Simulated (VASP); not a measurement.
# Co in VASP: a series of runs

The runs below take Co through single point, with PBE.

All numbers are computed with VASP 6.6.1; they aren't measurements. Logs are shortened: lines on timing, memory, paths and dates and some standing lists are left out, and cuts for length are marked.

## 1. The cell of the first run

The cell holds a wire or tube with vacuum around it, 2 atoms: a = 11.000 Å, b = 9.300 Å, c = 2.313 Å, α = 90.00°, β = 90.00°, γ = 90.00°.

## 2. Single point, PBE, collinear spin, ferromagnetic start

Contents of INCAR:

```
PREC = Accurate
ENCUT = 520
EDIFF = 1E-6
ISMEAR = 0
SIGMA = 0.05
LREAL = False
LASPH = True
NELM = 150
ALGO = Normal
ISIF = 2
LWAVE = False
LCHARG = True
ISPIN = 2
MAGMOM = 1.99 1.99
LORBIT = 11
LMAXMIX = 4
GGA = PE
LELF = True
LVHAR = True
NBANDS = 20
```

Contents of KPOINTS:

```
Automatic mesh
0
Gamma
  1 1 28
```

Contents of POSCAR:

```
Co
1.0
   11.0000000000      0.0000000000      0.0000000000
    0.0000000000      9.3000000000      0.0000000000
    0.0000000000      0.0000000000      2.3129103147
Co
2
Direct
    0.4113908421      0.5000000000      0.0000000000
    0.5886091579      0.5000000000      0.5000000000
```

Potentials or basis: VASP PAW PBE potentials, release 64 (Co).

Launch:

```
$ cat potpaw_PBE.64/Co/POTCAR > POTCAR
$ mpirun -np 1 vasp_std > vasp.out
```

OUTCAR:

```text
PREC = Accurate
   ENCUT = 520
   EDIFF = 1E-6
   ISMEAR = 0
   LREAL = False
   LASPH = True
   NELM = 150
   ISIF = 2
   ISPIN = 2
   LORBIT = 11
   GGA = PE

 ion  position               nearest neighbor table
   1  0.411  0.500  0.000-   2 2.27   2 2.27
   2  0.589  0.500  0.500-   1 2.27   1 2.27

  LATTYP: Found a simple orthorhombic cell.
 ALAT       =     2.3129103147
 B/A-ratio  =     4.0209081783
 C/A-ratio  =     4.7559128990

  Lattice vectors:

 A1 = (   0.0000000000,   0.0000000000,  -2.3129103147)
 A2 = (   0.0000000000,   9.3000000000,   0.0000000000)
 A3 = (  11.0000000000,   0.0000000000,   0.0000000000)

Analysis of symmetry for initial positions (statically):
=====================================================================
 Subroutine PRICEL returns:
 Original cell was already a primitive cell.

 Routine SETGRP: Setting up the symmetry group for a
 simple orthorhombic supercell.

 Subroutine GETGRP returns: Found  8 space group operations
 (whereof  4 operations were pure point group operations)
 out of a pool of  8 trial point group operations.

The static configuration has the point symmetry C_2v.
 The point group associated with its full space group is D_2h.

Analysis of symmetry for dynamics (positions and initial velocities):
=====================================================================
 Subroutine PRICEL returns:
 Original cell was already a primitive cell.

 Routine SETGRP: Setting up the symmetry group for a
 simple orthorhombic supercell.

 Subroutine GETGRP returns: Found  8 space group operations
 (whereof  4 operations were pure point group operations)
 out of a pool of  8 trial point group operations.

The dynamic configuration has the point symmetry C_2v.
 The point group associated with its full space group is D_2h.

Analysis of structural, dynamic, and magnetic symmetry:
=====================================================================
 Subroutine PRICEL returns:
 Original cell was already a primitive cell.

 Routine SETGRP: Setting up the symmetry group for a
 simple orthorhombic supercell.

 Subroutine GETGRP returns: Found  8 space group operations
 (whereof  4 operations were pure point group operations)
 out of a pool of  8 trial point group operations.

The overall configuration has the point symmetry C_2v.
 The point group associated with its full space group is D_2h.

 Subroutine INISYM returns: Found  8 space group operations
 (whereof  4 operations are pure point group operations),
 and found     1 'primitive' translations

----------------------------------------------------------------------------------------

                                     Primitive cell

  volume of cell :     236.6107

  direct lattice vectors                    reciprocal lattice vectors
    11.000000000  0.000000000  0.000000000     0.090909091  0.000000000  0.000000000
     0.000000000  9.300000000  0.000000000     0.000000000  0.107526882  0.000000000
     0.000000000  0.000000000  2.312910315     0.000000000  0.000000000  0.432355718

  length of vectors
    11.000000000  9.300000000  2.312910315     0.090909091  0.107526882  0.432355718

  position of ions in fractional coordinates (direct lattice)
     0.411390842  0.500000000  0.000000000
     0.588609158  0.500000000  0.500000000

  ion indices of the primitive-cell ions
   primitive index   ion index
                 1           1
                 2           2

----------------------------------------------------------------------------------------

 KPOINTS: Automatic mesh

Automatic generation of k-mesh.
 Grid dimensions read from file:
 generate k-points for:    1    1   28

 Generating k-lattice:

  Cartesian coordinates                     Fractional coordinates (reciprocal lattice)
     0.090909091  0.000000000  0.000000000     1.000000000  0.000000000  0.000000000
     0.000000000  0.107526882  0.000000000     0.000000000  1.000000000  0.000000000
     0.000000000  0.000000000  0.015441276     0.000000000  0.000000000  0.035714286

  Length of vectors
     0.090909091  0.107526882  0.015441276

  Shift w.r.t. Gamma in fractional coordinates (k-lattice)
     0.000000000  0.000000000  0.000000000

 Subroutine IBZKPT returns following result:
 ===========================================

 Found     15 irreducible k-points:

 Following reciprocal coordinates:
            Coordinates               Weight
  0.000000  0.000000  0.000000      1.000000
  0.000000  0.000000  0.035714      2.000000
  0.000000  0.000000  0.071429      2.000000
  0.000000  0.000000  0.107143      2.000000
  0.000000  0.000000  0.142857      2.000000
  0.000000  0.000000  0.178571      2.000000
  0.000000  0.000000  0.214286      2.000000
  0.000000  0.000000  0.250000      2.000000
  0.000000  0.000000  0.285714      2.000000
  0.000000  0.000000  0.321429      2.000000
  0.000000  0.000000  0.357143      2.000000
  0.000000  0.000000  0.392857      2.000000
  0.000000  0.000000  0.428571      2.000000
  0.000000  0.000000  0.464286      2.000000
  0.000000  0.000000  0.500000      1.000000
   k-points           NKPTS =     15   k-points in BZ     NKDIM =     15   number of bands    NBANDS=     20
   number of dos      NEDOS =    301   number of ions     NIONS =      2
   total plane-waves  NPLWV = 105840
   dimension x,y,z NGX =    84 NGY =   70 NGZ =   18
   dimension x,y,z NGXF=   168 NGYF=  140 NGZF=   36
   ions per type =               2
   NGX,Y,Z   is equivalent  to a cutoff of  12.70, 12.51, 12.94 a.u.
   NGXF,Y,Z  is equivalent  to a cutoff of  25.39, 25.03, 25.88 a.u.
 SYSTEM =  unknown system
   PREC   = accura    normal or accurate (medium, high low for compatibility)
   ISTART =      0    job   : 0-new  1-cont  2-samecut
   ICHARG =      2    charge: 1-file 2-atom 10-const
   ISPIN  =      2    spin polarized calculation?
   LNONCOLLINEAR =      F non collinear calculations
   LSORBIT =      F    spin-orbit coupling
   LASPH  =      T    aspherical Exc in radial PAW
   ENCUT  =  520.0 eV  38.22 Ry    6.18 a.u.  20.45 17.29  4.30*2*pi/ulx,y,z
   NELM   =    150;   NELMIN=  2; NELMDL= -5     # of ELM steps
   EDIFF  = 0.1E-05   stopping-criterion for ELM
   LREAL  =      F    real-space projection
   EDIFFG = 0.1E-04   stopping-criterion for IOM
   NSW    =      0    number of steps for IOM
   IBRION =     -1    ionic relax: 0-MD 1-quasi-New 2-CG
   NFREE  =      0    steps in history (QN), initial steepest desc. (CG)
   ISIF   =      2    stress and relaxation
   ISYM   =      2    0-nonsym 1-usesym 2-fastsym
   POTIM  = 0.5000    time-step for ionic-motion
   TEBEG  =    0.0;   TEEND  =   0.0 temperature during run
   PSTRESS=    0.0 pullay stress
   NELECT =      18.0000    total number of electrons
   NUPDOWN=      -1.0000    fix difference up-down
   EMIN   =  10.00;   EMAX   =-10.00  energy-range for DOS
   EFERMI =   0.00;   METHOD = LEGACY
   ISMEAR =     0;   SIGMA  =   0.05  broadening in eV -4-tet -1-fermi 0-gaus
   EFERMI_NEDOS =   21; number of points for ismear=-14 and -15
   IALGO  =     38    algorithm
   IMIX   =      4    mixing-type and parameters
     AMIX     =   0.40;   BMIX     =  1.00
     AMIX_MAG =   1.60;   BMIX_MAG =  1.00
  volume/ion in A,a.u.               =     118.31       798.36
  Fermi-wavevector in a.u.,A,eV,Ry     =   0.693672  1.310850  6.546864  0.481181
  Thomas-Fermi vector in A             =   1.775951
   LORBIT       =     11    0 simple, 1 ext, 2 COOP (PROOUT), +10 PAW based schemes
   GGA     = PE    functional components
   LHFCALC =     F    Hartree Fock is set to
   AEXX    =    0.0000 exact exchange contribution
   IVDW    =     0    specifies the selected vdW correction
   LEPSILON=     F    determine dielectric tensor
   LRPA    =     F    only Hartree local field effects (RPA)
 spin polarized calculation
 Gauss-broadening in eV      SIGMA  =   0.05
  energy-cutoff  :      520.00
  volume of cell :      236.61
 maximum number of plane-waves:      6399
 NGX is ok and might be reduce to    84
   NGX = 41   NGY = 35   NGZ =  9

 number of electron      17.9999994 magnetization       4.1428894

 Free energy of the ion-electron system (eV)
  ---------------------------------------------------
  ext. energy  EPLUGINS =         0.00000000
  ---------------------------------------------------
  free energy    TOTEN  =        -9.50883588 eV

  energy without entropy =       -9.50358839  energy(sigma->0) =       -9.50621213

 E-fermi :  -2.8963     XC(G=0):  -2.7668

 val. band max:       -2.9132950523   @ k =   0.0000   0.0000   0.0714
 cond. band min:      -2.8891603765   @ k =   0.0000   0.0000   0.4643
 fundamental gap:      0.0241346758
 Fermi energy:        -2.8962578232

 spin component 1

 k-point     1 :       0.0000    0.0000    0.0000
  band No.  band energies     occupation
      1      -8.2821      1.00000
      2      -7.5203      1.00000
      3      -6.1294      1.00000
      4      -5.7824      1.00000
      5      -5.6482      1.00000
      6      -5.0678      1.00000
[... 12 lines left out ...]
     19       2.5232      0.00000
[... 305 lines left out ...]
      3      -6.2954      1.00000
      4      -6.2954      1.00000
      5      -4.8216      1.00000
      6      -4.8216      1.00000
[... 12 lines left out ...]
     19       8.1489      0.00000
     20       8.1490      0.00000
 Fermi energy:        -2.8962578232

 spin component 2

 k-point     1 :       0.0000    0.0000    0.0000
  band No.  band energies     occupation
      1      -7.8078      1.00000
      2      -6.2502      1.00000
      3      -4.6485      1.00000
      4      -4.0703      1.00000
      5      -3.7854      1.00000
      6      -3.0513      0.99999
[... 12 lines left out ...]
     19       2.6734      0.00000
[... 306 lines left out ...]
      4      -4.6856      1.00000
      5      -2.8024      0.00396
      6      -2.8024      0.00396
[... 12 lines left out ...]
     19       8.2175      0.00000
     20       8.2175      0.00000

------------------------ aborting loop because EDIFF is reached ----------------------------------------

  FORCE on cell =-STRESS in cart. coord.  units (eV):
  Direction    XX          YY          ZZ          XY          YZ          ZX
  --------------------------------------------------------------------------------------
  -------------------------------------------------------------------------------------
  Total       -0.0246493     -0.0186950     -0.0432177      0.0000000      0.0000000      0.0000000
  in kB       -0.1669092     -0.1265903     -0.2926424      0.0000000      0.0000000      0.0000000
  external PRESSURE =      -0.1953807 kB  Pullay stress =       0.0000000 kB

 VOLUME and BASIS-vectors are now :
 -----------------------------------------------------------------------------
  energy-cutoff  :      520.00
  volume of cell :      236.61
      direct lattice vectors                 reciprocal lattice vectors
    11.000000000  0.000000000  0.000000000     0.090909091  0.000000000  0.000000000
     0.000000000  9.300000000  0.000000000     0.000000000  0.107526882  0.000000000
     0.000000000  0.000000000  2.312910315     0.000000000  0.000000000  0.432355718

 POSITION                                       TOTAL-FORCE (eV/Angst)
 -----------------------------------------------------------------------------------
      4.52530      4.65000      0.00000         0.023570      0.000000      0.000000
      6.47470      4.65000      1.15646        -0.023570      0.000000      0.000000
 -----------------------------------------------------------------------------------
    total drift:                                0.000000      0.000000     -0.000000

  FREE ENERGIE OF THE ION-ELECTRON SYSTEM (eV)
  ---------------------------------------------------
  free  energy   TOTEN  =        -9.5088358768 eV

  energy  without entropy=       -9.5035883881  energy(sigma->0) =       -9.50621213

 total charge

# of ion       s       p       d       tot
------------------------------------------
    1        0.523   0.266   7.266   8.055
    2        0.523   0.266   7.266   8.055
--------------------------------------------------
tot          1.046   0.533  14.531  16.110

 magnetization (x)

# of ion       s       p       d       tot
------------------------------------------
    1        0.031   0.006   1.932   1.969
    2        0.031   0.006   1.932   1.969
--------------------------------------------------
tot          0.063   0.012   3.863   3.938
```

Wall time 2.7 min (1 thread of Intel Xeon Platinum 8488C (Sapphire Rapids), shared host); peak memory 0.41 GiB.

What came out:

* Free energy: -9.5088 eV
* Largest force: 0.024 eV/Å
* Net moment: 4.14 μB per cell
* Site moments: Co +1.97 μB
* Valence electrons inside the program's atomic spheres: Co 8.05

Forces in eV/Å, atoms in the order of the input:
```
Co   0.024  0.000  0.000
Co  -0.024  0.000  0.000
```

## 3. Single point, PBE, collinear spin, ferromagnetic start

This run uses another cell than the first one.

Contents of INCAR:

```
SYSTEM = Co
PREC = Accurate
ENCUT = 520
EDIFF = 1E-6
ISMEAR = 0
SIGMA = 0.05
LREAL = .False.
LASPH = .True.
NELM = 150
ALGO = Normal
ISIF = 2
LWAVE = .False.
LCHARG = .True.
ISPIN = 2
MAGMOM = 1.99 1.99
LORBIT = 11
LMAXMIX = 4
GGA = PE
LELF = .True.
LVHAR = .True.
NBANDS = 20
```

Contents of KPOINTS:

```
Automatic mesh
0
Gamma
  1 1 28
  0 0 0
```

Contents of POSCAR:

```
Co
1.0
   11.0000000000      0.0000000000      0.0000000000
    0.0000000000      9.3000000000      0.0000000000
    0.0000000000      0.0000000000      2.3212614720
Co
2
Direct
    0.4104144372      0.5000000000      0.0000000000
    0.5895855628      0.5000000000      0.5000000000
```

Potentials or basis: VASP PAW PBE potentials, release 64 (Co).

Launch:

```
$ cat potpaw_PBE.64/Co/POTCAR > POTCAR
$ mpirun -np 1 vasp_std > vasp.out
```

It took 2.7 min on 1 thread of Intel Xeon Platinum 8488C (Sapphire Rapids), shared host; peak memory 0.42 GiB.

Results (log left out):

```
Free energy                                           : -9.5052 eV
Largest force                                         : 0.230 eV/Å
Net moment                                            : 4.14 μB per cell
Site moments                                          : Co +1.97 μB
Valence electrons inside the program's atomic spheres : Co 8.04
```

Forces in eV/Å, atoms in the order of the input:
```
Co   0.230  0.000  0.000
Co  -0.230  0.000  0.000
```

Levels at points of the mesh, in eV from the Fermi level:
Spin up:
| k point | band 8 | band 9 | band 10 | band 11 | band 12 | band 13 | band 14 | band 15 |
| --- | --- | --- | --- | --- | --- | --- | --- | --- |
| (0.00, 0.00, 0.00) | -1.84 | -1.38 | -1.13 | -0.88 | -0.67 | 0.96 | 1.76 | 3.80 |
| (0.00, 0.00, 0.50) | -1.80 | -1.15 | -1.15 | 3.05 | 3.05 | 6.81 | 6.81 | 8.41 |
Spin down:
| k point | band 6 | band 7 | band 8 | band 9 | band 10 | band 11 |
| --- | --- | --- | --- | --- | --- | --- |
| (0.00, 0.00, 0.00) | -0.11 | -0.10 | -0.06 | 0.21 | 0.63 | 0.92 |
| (0.00, 0.00, 0.50) | 0.08 | 0.34 | 0.34 | 0.62 | 0.62 | 3.64 |
